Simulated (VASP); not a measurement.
A run of VASP 6.6.1 is set up as follows.

Contents of INCAR:

```
SYSTEM = Ga2O3
  PREC = Accurate
  ENCUT = 520
  EDIFF = 1E-7
  ISMEAR = 0
  SIGMA = 0.05
  LREAL = Auto
  LASPH = .True.
  NELM = 100
  ALGO = Normal
  ISIF = 2
  LWAVE = .False.
  LCHARG = .False.
  GGA = PE
  NBANDS = 104
```

The input KPOINTS:

```
regular mesh
0
Gamma
  5 9 3
  0 0 0
```

POSCAR

```
Ga2O3
1.0
    1.4027234631      0.0000000000     -5.7076941965
    0.0000000000      3.0835130475      0.0000000000
   11.6132270235      0.0000000000      3.4476013941
Ga O
8 12
Direct
   -0.0407752603      0.0000000000      0.8399134337
    0.6592247397      0.5000000000      0.3399134337
    0.4407752603      0.0000000000      0.6600865663
    0.1407752603      0.5000000000      0.1600865663
    0.1809025437      0.0000000000      0.4085007299
    0.4809025437      0.5000000000      0.9085007299
    0.6190974563      0.0000000000      0.0914992701
   -0.0809025437      0.5000000000      0.5914992701
   -0.3111130348      0.0000000000      0.9134883783
    0.3888869652      0.5000000000      0.4134883783
    0.7111130348      0.0000000000      0.5865116217
    0.4111130348      0.5000000000      0.0865116217
    0.2398613541      0.0000000000      0.9237013128
   -0.0601386459      0.5000000000      0.4237013128
    0.1601386459      0.0000000000      0.5762986872
    0.8601386459      0.5000000000      0.0762986872
    0.1409303808      0.0000000000      0.2460195696
    0.4409303808      0.5000000000      0.7460195696
    0.6590696192      0.0000000000      0.2539804304
   -0.0409303808      0.5000000000      0.7539804304
```

Potentials or basis: VASP PAW PBE potentials, release 64 (Ga_d, O).

Command:

```sh
$ cat potpaw_PBE.64/Ga_d/POTCAR potpaw_PBE.64/O/POTCAR > POTCAR
$ mpirun -np 1 vasp_std > vasp.out
```

Q: What does it give for the largest force?

A: 3.581 eV/Å.

Q: Predict the band gap on the k mesh.

A: 1.38 eV (least direct gap 1.63 eV).

Q: Estimate the pressure.

A: 0.8 GPa.

Forces in eV/Å, atoms in the order of the input:
```
Ga   0.786  0.000 -1.724
Ga   0.005  0.000 -0.064
Ga  -0.005  0.000  0.064
Ga  -0.786  0.000  1.724
Ga   0.030  0.000 -0.019
Ga  -2.481  0.000  2.583
Ga   2.481  0.000 -2.583
Ga  -0.030  0.000  0.019
O    0.323  0.000  1.417
O    0.030  0.000  0.015
O   -0.030  0.000 -0.015
O   -0.323  0.000 -1.417
O   -0.573  0.000 -0.687
O   -0.023  0.000 -0.016
O    0.023  0.000  0.016
O    0.573  0.000  0.687
O    0.067  0.000 -0.387
O   -0.019  0.000 -0.258
O    0.019  0.000  0.258
O   -0.067  0.000  0.387
```

Caveat: an odd mesh through Γ misses points on the zone boundary, where band edges can lie; forces of over 1 eV/Å act on the atoms, so gaps and moduli don't describe the material at rest.
